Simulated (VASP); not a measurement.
# GaAs: single point with r2SCAN

Crystal: GaAs.

```
Ga As
1.0
     0.00000    2.88877    2.88877
     2.88877    0.00000    2.88877
     2.88877    2.88877    0.00000
Ga As
1 1
Cartesian
  0.0000 0.0000 0.0000
  1.4444 1.4444 1.4444
```

This cell differs from its parent crystal: volume scaled by 1.06.

```json
{"Program": "VASP 6.6.1", "Task": "single point", "Functional": "r2SCAN", "Potentials or basis": "VASP PAW PBE potentials, release 64 (Ga_d, As)", "Cutoff": "520 eV", "k mesh": "8 × 8 × 8", "Occupations": "gaussian, width 0.02 eV", "Spin": "no spin polarisation", "Dipole correction": "no", "Further INCAR settings": "ALGO = Normal; EDIFF = 1e-06; NBANDS = 16"}
```

The pressure is -3.6 GPa and the band gap on the k mesh is 0.48 eV, direct.

Levels at points of the mesh, in eV from the valence-band top:
```csv
k point,band 6,band 7,band 8,band 9,band 10,band 11,band 12,band 13
"(0.00, 0.00, 0.00)",-12.75,0.00,0.00,0.00,0.48,4.02,4.02,4.02
"(0.50, 0.00, 0.00)",-11.10,-6.47,-1.09,-1.09,1.17,4.96,4.96,8.19
"(0.50, 0.50, 0.00)",-10.41,-6.69,-2.55,-2.55,1.87,1.96,10.33,10.33
```

Run time: 69 s on 1 thread of Intel Xeon 6455B, with other jobs on the host, peak memory 0.18 GiB.

Caveat: the PAW data sets were made with another functional, which shifts forces and pressure a little.
